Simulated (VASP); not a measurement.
Set up this calculation in VASP 6.6.1, as the native input.

| Item | Value |
| --- | --- |
| Task | electric field gradients |
| Functional | PBE |
| Potentials or basis | VASP PAW PBE potentials, release 64 (Co) |
| Cutoff | 520 eV |
| k mesh | 14 × 14 × 8 |
| Occupations | fermi-dirac, width 0.05 eV |
| Spin | collinear spin, ferromagnetic start |
| Starting moments | [2.0, 2.0] μB |
| Dipole correction | no |
| Further INCAR settings | ALGO = Normal; EDIFF = 1e-08; NBANDS = 20 |

The structure of Co lies in POSCAR:

```
Co
1.0
    2.5074000000      0.0000000000      0.0000000000
   -1.2537000000      2.1714720974      0.0000000000
    0.0000000000      0.0000000000      4.0699000000
Co
2
Direct
    0.3333333333      0.6666666667      0.2500000000
    0.6666666667      0.3333333333      0.7500000000
```

These files were run (other wordings do the same):

INCAR

```
PREC = Accurate ; ENCUT = 520
EDIFF = 1E-8 ; ISMEAR = -1
SIGMA = 0.05 ; LREAL = F
LASPH = T ; NELM = 150
ALGO = Normal ; ISIF = 2
LWAVE = F ; LCHARG = F
ISPIN = 2 ; MAGMOM = 2 2
LORBIT = 11 ; LMAXMIX = 4
GGA = PE ; LEFG = T
NBANDS = 20
```

KPOINTS

```
Automatic mesh
0
Gamma
  14 14 8
```

Potentials or basis: VASP PAW PBE potentials, release 64 (Co).

The run is started by

```console
$ cat potpaw_PBE.64/Co/POTCAR > POTCAR
$ mpirun -np 1 vasp_std > vasp.out
```

It gave:

```yaml
Pressure: -4.9 GPa
Net_moment: 3.21 μB per cell
Site_moments: Co +1.63 μB
Valence_electrons_inside_the_program's_atomic_spheres: Co 8.23
```

Caveat: without QUAD_EFG the Cq values of the log hold for a quadrupole moment of 1 mb, not for the nuclei.

It took 97 s on 1 thread of Intel(R) Xeon(R) Platinum 8488C (Sapphire Rapids) (shared host), peak memory 0.19 GiB.
